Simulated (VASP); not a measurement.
# Sm3O (I4/mmm) in VASP: notebook

Runs on Sm3O. Level: PBE. Tasks: single point, relaxation of cell and atoms.

Program: VASP 6.6.1. These are calculated values, not measurements. Logs are shortened: lines on timing, memory, paths and dates and some standing lists are left out, and cuts for length are marked.

### 1 The cell of the first run

The structure is tetragonal, space group I4/mmm (No. 139). The conventional cell has a = 3.989 Å, b = 3.989 Å, c = 13.102 Å, α = 90.00°, β = 90.00°, γ = 90.00°. Within 4.0 Å of Sm (site symmetry -4m2) lie 12 Sm at 2.82 to 3.99 Å and 4 O at 3.83 Å. Within 4.0 Å of Sm (site symmetry 4/mmm) lie 4 O at 2.82 Å and 12 Sm at 3.83 to 3.99 Å. Within 4.0 Å of O (site symmetry 4/mmm) lie 12 Sm at 2.82 to 3.83 Å and 4 O at 3.99 Å.

The cell was generated, and may not be a known phase.

### 2 Single point, PBE

Contents of INCAR:

```
ALGO = Normal
EDIFF = 1E-6
ENCUT = 600
GGA = PE
GGA_COMPAT = False
ISIF = 2
ISMEAR = 0
LASPH = True
LCHARG = True
LELF = True
LMAXMIX = 6
LREAL = False
LVHAR = True
LWAVE = False
NBANDS = 28
NELM = 200
PREC = Accurate
SIGMA = 0.1
```

Contents of KPOINTS:

```
k-points
0
Gamma
  6 6 6
```

Contents of POSCAR:

```
Sm3O
1.0
   -1.9947325925      1.9947325925      6.5507906423
    1.9947325925     -1.9947325925      6.5507906423
    1.9947325925      1.9947325925     -6.5507906423
Sm O
3 1
Direct
    0.7500000000      0.2500000000      0.5000000000
    0.2500000000      0.7500000000      0.5000000000
    0.5000000000      0.5000000000      0.0000000000
    0.0000000000      0.0000000000      0.0000000000
```

Potentials or basis: VASP PAW PBE potentials, release 64 (Sm_3, O), 4f in core.

Launch:

```
> cat potpaw_PBE.64/Sm_3/POTCAR potpaw_PBE.64/O/POTCAR > POTCAR
> mpirun -np 1 vasp_std > vasp.out
```

OUTCAR:

```text
EDIFF = 1E-6
   ENCUT = 600
   GGA = PE
   ISIF = 2
   ISMEAR = 0
   LASPH = True
   LREAL = False
   NELM = 200
   PREC = Accurate

 ion  position               nearest neighbor table
   1  0.750  0.250  0.500-   2 2.82   2 2.82   2 2.82   2 2.82
   2  0.250  0.750  0.500-   1 2.82   1 2.82   1 2.82   1 2.82
   3  0.500  0.500  0.000-   4 2.82   4 2.82   4 2.82   4 2.82
   4  0.000  0.000  0.000-   3 2.82   3 2.82   3 2.82   3 2.82

  LATTYP: Found a body centered tetragonal cell.
 ALAT       =     3.9894651850
 C/A-ratio  =     3.2840445215

  Lattice vectors:

 A1 = (  -1.9947325925,   1.9947325925,   6.5507906423)
 A2 = (   1.9947325925,  -1.9947325925,   6.5507906423)
 A3 = (   1.9947325925,   1.9947325925,  -6.5507906423)

Analysis of symmetry for initial positions (statically):
=====================================================================
 Subroutine PRICEL returns:
 Original cell was already a primitive cell.

 Routine SETGRP: Setting up the symmetry group for a
 body centered tetragonal supercell.

 Subroutine GETGRP returns: Found 16 space group operations
 (whereof 16 operations were pure point group operations)
 out of a pool of 16 trial point group operations.

The static configuration has the point symmetry D_4h.

Analysis of symmetry for dynamics (positions and initial velocities):
=====================================================================
 Subroutine PRICEL returns:
 Original cell was already a primitive cell.

 Routine SETGRP: Setting up the symmetry group for a
 body centered tetragonal supercell.

 Subroutine GETGRP returns: Found 16 space group operations
 (whereof 16 operations were pure point group operations)
 out of a pool of 16 trial point group operations.

The dynamic configuration has the point symmetry D_4h.

 Subroutine INISYM returns: Found 16 space group operations
 (whereof 16 operations are pure point group operations),
 and found     1 'primitive' translations

----------------------------------------------------------------------------------------

                                     Primitive cell

  volume of cell :     104.2613

[... 88 lines left out ...]
   LSORBIT =      F    spin-orbit coupling
   LASPH  =      T    aspherical Exc in radial PAW
   ENCUT  =  600.0 eV  44.10 Ry    6.64 a.u.  14.25 14.25 14.25*2*pi/ulx,y,z
   NELM   =    200;   NELMIN=  2; NELMDL= -5     # of ELM steps
   EDIFF  = 0.1E-05   stopping-criterion for ELM
   LREAL  =      F    real-space projection
   EDIFFG = 0.1E-04   stopping-criterion for IOM
   NSW    =      0    number of steps for IOM
   IBRION =     -1    ionic relax: 0-MD 1-quasi-New 2-CG
   NFREE  =      0    steps in history (QN), initial steepest desc. (CG)
   ISIF   =      2    stress and relaxation
   ISYM   =      2    0-nonsym 1-usesym 2-fastsym
   POTIM  = 0.5000    time-step for ionic-motion
   TEBEG  =    0.0;   TEEND  =   0.0 temperature during run
   PSTRESS=    0.0 pullay stress
   NELECT =      39.0000    total number of electrons
   NUPDOWN=      -1.0000    fix difference up-down
   EMIN   =  10.00;   EMAX   =-10.00  energy-range for DOS
   EFERMI =   0.00;   METHOD = LEGACY
   ISMEAR =     0;   SIGMA  =   0.10  broadening in eV -4-tet -1-fermi 0-gaus
   EFERMI_NEDOS =   21; number of points for ismear=-14 and -15
   IALGO  =     38    algorithm
   IMIX   =      4    mixing-type and parameters
     AMIX     =   0.40;   BMIX     =  1.00
     AMIX_MAG =   1.60;   BMIX_MAG =  1.00
  volume/ion in A,a.u.               =      26.07       175.90
  Fermi-wavevector in a.u.,A,eV,Ry     =   1.179565  2.229055 18.930798  1.391374
  Thomas-Fermi vector in A             =   2.315874
   LORBIT       =      0    0 simple, 1 ext, 2 COOP (PROOUT), +10 PAW based schemes
   GGA     = PE    functional components
   LHFCALC =     F    Hartree Fock is set to
   AEXX    =    0.0000 exact exchange contribution
   IVDW    =     0    specifies the selected vdW correction
   LEPSILON=     F    determine dielectric tensor
   LRPA    =     F    only Hartree local field effects (RPA)
 non-spin polarized calculation
 Gauss-broadening in eV      SIGMA  =   0.10
  energy-cutoff  :      600.00
  volume of cell :      104.26
 maximum number of plane-waves:      3512
 NGX is ok and might be reduce to    60
   NGX = 29   NGY = 29   NGZ = 29

 number of electron      39.0000001 magnetization

 Free energy of the ion-electron system (eV)
  ---------------------------------------------------
  ext. energy  EPLUGINS =         0.00000000
  ---------------------------------------------------
  free energy    TOTEN  =       -19.15229688 eV

  energy without entropy =      -19.12700015  energy(sigma->0) =      -19.13964851

 E-fermi :   3.2963     XC(G=0):  -9.9084

 val. band max:        3.2699872420   @ k =   0.5000   0.1667  -0.0000
 cond. band min:       3.3047698032   @ k =  -0.3333   0.3333   0.1667
 fundamental gap:      0.0347825612
 Fermi energy:         3.2963377338

 k-point     1 :       0.0000    0.0000    0.0000
  band No.  band energies     occupation
      1     -38.8782      2.00000
      2     -37.9682      2.00000
      3     -37.0126      2.00000
      4     -18.4420      2.00000
      5     -18.4420      2.00000
      6     -18.2168      2.00000
[... 733 lines left out ...]
     27       6.1237      0.00000
     28       6.7696      0.00000

 [... further k-points ...]

------------------------ aborting loop because EDIFF is reached ----------------------------------------

  FORCE on cell =-STRESS in cart. coord.  units (eV):
  Direction    XX          YY          ZZ          XY          YZ          ZX
  --------------------------------------------------------------------------------------
  -------------------------------------------------------------------------------------
  Total        0.3025442      0.3025442      0.3147395      0.0000000      0.0000000      0.0000000
  in kB        4.6491796      4.6491796      4.8365847      0.0000000      0.0000000      0.0000000
  external PRESSURE =       4.7116480 kB  Pullay stress =       0.0000000 kB

 VOLUME and BASIS-vectors are now :
 -----------------------------------------------------------------------------
  energy-cutoff  :      600.00
  volume of cell :      104.26
      direct lattice vectors                 reciprocal lattice vectors
    -1.994732592  1.994732592  6.550790642     0.000000000  0.250660165  0.076326665
     1.994732592 -1.994732592  6.550790642     0.250660165  0.000000000  0.076326665
     1.994732592  1.994732592 -6.550790642     0.250660165  0.250660165  0.000000000

 POSITION                                       TOTAL-FORCE (eV/Angst)
 -----------------------------------------------------------------------------------
      0.00000      1.99473      3.27540        -0.000000      0.000000     -0.000000
      1.99473      0.00000      3.27540         0.000000     -0.000000      0.000000
      0.00000      0.00000      6.55079         0.000000      0.000000      0.000000
      0.00000      0.00000      0.00000         0.000000      0.000000      0.000000
 -----------------------------------------------------------------------------------
    total drift:                               -0.000000      0.000000      0.000000

  FREE ENERGIE OF THE ION-ELECTRON SYSTEM (eV)
  ---------------------------------------------------
  free  energy   TOTEN  =       -19.1522968792 eV

  energy  without entropy=      -19.1270001454  energy(sigma->0) =      -19.13964851
```

Wall time 4 min (1 thread of Intel Xeon Platinum 8488C (Sapphire Rapids), shared host); peak memory 0.51 GiB.

What came out:

```
Free energy            : -19.1523 eV
Pressure               : 0.5 GPa
Band gap on the k mesh : zero (an odd number of electrons rules out a gap without spin polarisation)
```

Caveat: spin-orbit coupling is left out, which moves the levels of the heavy elements; the 4f electrons are frozen in the core, so they carry no moment and show no levels; the run has no spin polarisation, though such a crystal can be magnetic. Spin polarisation is off, so any magnetic state and its effect on volume and gap are missing.

### 3 Single point, PBE

This run uses another cell than the first one, of 30.61 Å³/atom.

Contents of INCAR:

```
SYSTEM = Sm3O
ALGO     = Normal         ! electronic algorithm
EDIFF    = 1E-6           ! SCF threshold, eV
ENCUT    = 600            ! plane-wave cutoff, eV
GGA      = PE             ! functional
GGA_COMPAT= .FALSE.      
ISIF     = 2              ! what is computed and relaxed
ISMEAR   = 0              ! smearing method
LASPH    = .TRUE.         ! aspherical terms in the spheres
LCHARG   = .FALSE.        ! write CHGCAR
LMAXMIX  = 6              ! l up to which the mixer works
LREAL    = .FALSE.        ! projectors in reciprocal space
LWAVE    = .FALSE.        ! write WAVECAR
NBANDS   = 28             ! bands
NELM     = 200            ! most SCF steps
PREC     = Accurate       ! precision mode
SIGMA    = 0.1            ! smearing width, eV
```

Contents of KPOINTS:

```
k-points
0
G
  6 6 6
  0 0 0
```

Contents of POSCAR:

```
Sm3O
1.0
   -2.5043497700      2.5043497700      4.8801573700
    2.5043497700     -2.5043497700      4.8801573700
    2.5043497700      2.5043497700     -4.8801573700
Sm O
3 1
Direct
    0.7500000000      0.2500000000      0.5000000000
    0.2500000000      0.7500000000      0.5000000000
    0.5000000000      0.5000000000      0.0000000000
    0.0000000000      0.0000000000      0.0000000000
```

Potentials or basis: VASP PAW PBE potentials, release 64 (Sm_3, O), 4f in core.

Launch:

```
> cat potpaw_PBE.64/Sm_3/POTCAR potpaw_PBE.64/O/POTCAR > POTCAR
> mpirun -np 1 vasp_std > vasp.out
```

Wall time 2 min (1 thread of Intel Xeon Platinum 8488C (Sapphire Rapids), shared host); peak memory 0.38 GiB.

It converged, with:

| Item | Value |
| --- | --- |
| Free energy | -17.9873 eV |
| Pressure | -5.5 GPa |
| Band gap on the k mesh | zero (an odd number of electrons rules out a gap without spin polarisation) |

Stress tensor (GPa, compression positive):
```
-7.16  0.00  0.00
 0.00 -7.16  0.00
 0.00  0.00 -2.23
```

Levels at points of the mesh, in eV from the Fermi level:
```csv
k point,band 16,band 17,band 18,band 19,band 20,band 21,band 22,band 23
"(0.00, 0.00, 0.00)",-2.21,-2.21,-1.13,-0.68,-0.11,0.62,0.84,0.84
"(0.50, 0.00, 0.00)",-2.32,-0.92,-0.22,-0.02,0.21,0.75,0.76,1.35
"(0.50, 0.50, 0.00)",-2.15,-1.37,-1.15,-0.12,0.58,0.77,0.94,1.33
"(0.50, 0.50, 0.50)",-1.99,-1.77,-0.92,-0.59,-0.59,-0.59,-0.26,-0.23
```

Caveat: the cell stands under tension; spin-orbit coupling is left out, which moves the levels of the heavy elements; the 4f electrons are frozen in the core, so they carry no moment and show no levels; the run has no spin polarisation, though such a crystal can be magnetic. With open d or f shells a metallic result of PBE can be an artefact of self-interaction; +U or a hybrid may open a gap.

### 4 Relaxation of cell and atoms, PBE

This run uses another cell than the first one, of 30.61 Å³/atom.

Contents of INCAR:

```
PREC = Accurate
ENCUT = 600
EDIFF = 1E-7
ISMEAR = 0
SIGMA = 0.1
LREAL = F
LASPH = T
NELM = 200
ALGO = Normal
ISIF = 3
LWAVE = F
LCHARG = F
GGA = PE
IBRION = 2
NSW = 90
EDIFFG = -0.04
GGA_COMPAT = F
NELMIN = 4
LMAXMIX = 6
```

Contents of KPOINTS:

```
regular mesh
0
Gamma
  6 6 6
```

POSCAR is that of step 3.

Potentials or basis: VASP PAW PBE potentials, release 64 (Sm_3, O), 4f in core.

Launch:

```
> cat potpaw_PBE.64/Sm_3/POTCAR potpaw_PBE.64/O/POTCAR > POTCAR
> mpirun -np 1 vasp_std > vasp.out
```

OUTCAR:

```text
PREC = Accurate
   ENCUT = 600
   EDIFF = 1E-7
   ISMEAR = 0
   LREAL = F
   LASPH = T
   NELM = 200
   ISIF = 3
   GGA = PE
   IBRION = 2
   NSW = 90
   EDIFFG = -0.04
   NELMIN = 4

 ion  position               nearest neighbor table
   1  0.750  0.250  0.500-   3 3.50   3 3.50   3 3.50   3 3.50   2 3.54   2 3.54   2 3.54   2 3.54

   2  0.250  0.750  0.500-   3 3.50   3 3.50   3 3.50   3 3.50   1 3.54   1 3.54   1 3.54   1 3.54

   3  0.500  0.500  0.000-   2 3.50   1 3.50   1 3.50   2 3.50   1 3.50   2 3.50   2 3.50   1 3.50

   4  0.000  0.000  0.000-

  LATTYP: Found a body centered tetragonal cell.
 ALAT       =     5.0086995400
 C/A-ratio  =     1.9486724372

  Lattice vectors:

 A1 = (  -2.5043497700,   2.5043497700,   4.8801573700)
 A2 = (   2.5043497700,  -2.5043497700,   4.8801573700)
[... 183 lines left out ...]
 E-fermi :   2.3052     XC(G=0):  -9.3229

 val. band max:        2.3013500086   @ k =  -0.1667   0.3333   0.1667
 cond. band min:       2.3100689424   @ k =  -0.3333   0.5000   0.3333
 fundamental gap:      0.0087189337
 Fermi energy:         2.3052070297
[... 731 lines left out ...]
  FREE ENERGIE OF THE ION-ELECTRON SYSTEM (eV)
  ---------------------------------------------------
  free  energy   TOTEN  =       -18.6592096548 eV

  energy  without entropy=      -18.6276777177  energy(sigma->0) =      -18.64344369

[... ionic steps 4 to 10 ...]

--------------------------------------- Ionic step       11  -------------------------------------------

 number of electron      38.9999998 magnetization

 E-fermi :   3.4822     XC(G=0): -10.0383
[... 704 lines left out ...]
--------------------------------------- Ionic step       13  -------------------------------------------

 number of electron      38.9999997 magnetization

 Free energy of the ion-electron system (eV)
  ---------------------------------------------------
  ext. energy  EPLUGINS =         0.00000000
  ---------------------------------------------------
  free energy    TOTEN  =       -19.12266063 eV

  energy without entropy =      -19.09696789  energy(sigma->0) =      -19.10981426

 E-fermi :   3.3150     XC(G=0):  -9.9343

 val. band max:        3.3058764357   @ k =  -0.3333   0.1667  -0.0000
 cond. band min:       3.3216367806   @ k =  -0.1667  -0.3333   0.1667
 fundamental gap:      0.0157603449
 Fermi energy:         3.3149672036
[... 655 lines left out ...]
  FREE ENERGIE OF THE ION-ELECTRON SYSTEM (eV)
  ---------------------------------------------------
  free  energy   TOTEN  =       -19.1226606344 eV

  energy  without entropy=      -19.0969678853  energy(sigma->0) =      -19.10981426

 reached required accuracy - stopping structural energy minimisation
```

Wall time 17 min (1 thread of Intel Xeon Platinum 8488C (Sapphire Rapids), shared host); peak memory 0.42 GiB.

What came out:

| Property | Result |
| --- | --- |
| Free energy | -19.1227 eV |
| Relaxed volume | 25.96 Å³/atom |
| Relaxed cell | a = 7.046 Å, b = 7.046 Å, c = 7.046 Å, α = 146.91°, β = 146.91°, γ = 47.50° |
| Space group after relaxing (to 0.1 Å) | I4/mmm (No. 139) |
| Energy gained by relaxing | 283.8 meV/atom |
| Ionic steps | 13 |
| Pressure after relaxing | 0.1 GPa |

Step by step:
| step | energy change (eV) | largest force (eV/Å) | pressure (GPa) | volume (Å³) |
| --- | --- | --- | --- | --- |
| 1 | 0.0000 | 0.0000 | -5.46 | 122.43 |
| 2 | -0.5667 | 0.0000 | -2.22 | 104.77 |
| 3 | -0.6719 | 0.0000 | 0.71 | 96.56 |
| 4 | -0.6733 | 0.0000 | 1.18 | 95.54 |
| 5 | -0.7712 | 0.0000 | 1.27 | 95.74 |
| 6 | -0.8838 | 0.0000 | 1.86 | 95.57 |
| 7 | -0.9574 | 0.0000 | 5.45 | 92.72 |
| 8 | -1.0359 | 0.0000 | 4.03 | 95.63 |
| 9 | -1.0669 | 0.0000 | 1.73 | 101.77 |
| 10 | -1.0750 | 0.0000 | 2.42 | 99.81 |
| 11 | -1.1078 | 0.0000 | 1.59 | 101.08 |
| 12 | -1.1344 | 0.0000 | 0.35 | 103.38 |
| 13 | -1.1354 | 0.0000 | 0.13 | 103.85 |

Final structure:
```yaml
crystal:
  lattice:
    - [-2.00648, 2.00648, 6.44896]
    - [2.00648, -2.00648, 6.44896]
    - [2.00648, 2.00648, -6.44896]
  atoms:
    - { symbol: Sm, position: [0.75000, 0.25000, 0.50000] }
    - { symbol: Sm, position: [0.25000, 0.75000, 0.50000] }
    - { symbol: Sm, position: [0.50000, 0.50000, 0.00000] }
    - { symbol: O, position: [0.00000, 0.00000, 0.00000] }
```

Levels at points of the mesh, in eV from the Fermi level:
```csv
k point,band 16,band 17,band 18,band 19,band 20,band 21,band 22,band 23
"(0.00, 0.00, 0.00)",-2.84,-2.84,-2.79,-1.41,-1.18,-0.06,0.55,0.55
"(0.50, 0.00, 0.00)",-3.38,-1.12,-0.11,0.34,0.56,0.93,1.30,1.39
"(0.50, 0.50, 0.00)",-3.03,-2.09,-0.99,-0.82,-0.11,0.15,0.58,1.55
"(0.50, 0.50, 0.50)",-2.80,-2.80,-1.96,-1.41,-0.65,-0.37,-0.21,-0.21
```

Caveat: the volume moved by over 15 % at a fixed basis, so the end points are rough; the highest band is partly filled, so the run has too few bands; spin-orbit coupling is left out, which moves the levels of the heavy elements; the 4f electrons are frozen in the core, so they carry no moment and show no levels; the run has no spin polarisation, though such a crystal can be magnetic. Spin polarisation is off, so any magnetic state and its effect on volume and gap are missing.

### 5 The runs side by side

```csv
task,cell,gap on the mesh (eV),pressure (GPa)
single point,"a = 7.132 Å, angles 147.5, 147.5, 46.6°, 4 atoms",none,0.5
single point,"a = 6.030 Å, angles 130.9, 130.9, 71.9°, 4 atoms",none,-5.5
relaxation of cell and atoms,"relaxed from a = 6.030 Å, angles 130.9, 130.9, 71.9°, 4 atoms",-,0.1
```

Alike in all rows: level PBE; potentials or basis VASP PAW PBE potentials, release 64 (Sm_3, O), 4f in core; no spin polarisation; k mesh 6 × 6 × 6; cutoff (eV) 600; smearing gaussian 0.1 eV.

Caveats: spin-orbit coupling is left out, which moves the levels of the heavy elements; the 4f electrons are frozen in the core, so they carry no moment and show no levels; the run has no spin polarisation, though such a crystal can be magnetic; the cell stands under tension (at least some runs); the volume moved by over 15 % at a fixed basis, so the end points are rough (at least some runs); the highest band is partly filled, so the run has too few bands (at least some runs).

Total energies depend on the potentials used, so only differences within one code and one set of settings carry meaning.

The gap in the log of VASP goes by the Fermi energy; the results here count the filled bands.